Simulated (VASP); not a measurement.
## H: single point with PBE+D3(BJ)

The system is H.

```
H
1.0
     6.21446    0.00000    0.00000
     0.00000    6.21446    0.00000
     0.00000    0.00000    6.21446
H
16
Cartesian
  3.6630 5.6747 1.7759
  3.6514 5.6771 1.0009
  5.4784 3.5567 2.1563
  5.1990 4.2018 1.8216
  3.7973 2.6496 6.1316
  3.4629 2.3347 6.7725
  0.8475 1.7092 -0.2362
  0.1831 1.9646 -0.4822
  1.9741 1.4533 2.1685
  1.4125 1.5816 1.6465
  -0.0534 4.9119 -0.1416
  0.6709 4.9370 -0.3533
  -0.1747 5.9059 3.8786
  -0.3831 6.5443 3.5274
  2.0540 2.8341 3.9631
  2.6923 2.3841 4.0475
```

```yaml
Program: VASP 6.6.1
Task: single point
Functional: PBE
Dispersion: D3(BJ)
Potentials_or_basis: VASP PAW PBE potentials, release 64 (H)
Cutoff: 400 eV
k_mesh: 1 × 1 × 1
Occupations: fermi-dirac, width 0.05 eV
Spin: no spin polarisation
```

```json
{
  "Pressure": "-1.0 GPa",
  "Largest force": "1.165 eV/Å",
  "Band gap on the k mesh": "9.09 eV",
  "Dispersion energy per atom": "-0.015 eV"
}
```

Forces in eV/Å, atoms in the order of the input:
```
H   -0.043  0.034 -0.781
H   -0.030  0.049  0.769
H   -0.260  0.673 -0.361
H    0.348 -0.800  0.439
H   -0.479 -0.460  0.930
H    0.508  0.459 -0.942
H   -0.198  0.071 -0.104
H    0.133 -0.073  0.051
H   -0.619  0.116 -0.569
H    0.580 -0.167  0.529
H    0.236 -0.004 -0.061
H   -0.179 -0.020  0.066
H   -0.097  0.245 -0.131
H    0.069 -0.199  0.095
H    0.869 -0.579  0.140
H   -0.839  0.657 -0.071
```

Stress tensor (GPa, compression positive):
```
-1.26  0.40  0.01
 0.40 -0.84  0.52
 0.01  0.52 -0.95
```

Levels at points of the mesh, in eV from the valence-band top:
```
           k point  band 6  band 7  band 8  band 9  band 10  band 11
(0.00, 0.00, 0.00)   -0.25   -0.11    0.00    9.09     9.63     9.75
```

Run time: 14 s on 1 thread of AMD EPYC 9R45 (Zen 5) (shared host), peak memory 0.2 GiB.

Caveat: the k points lie up to 1.01 Å⁻¹ apart.
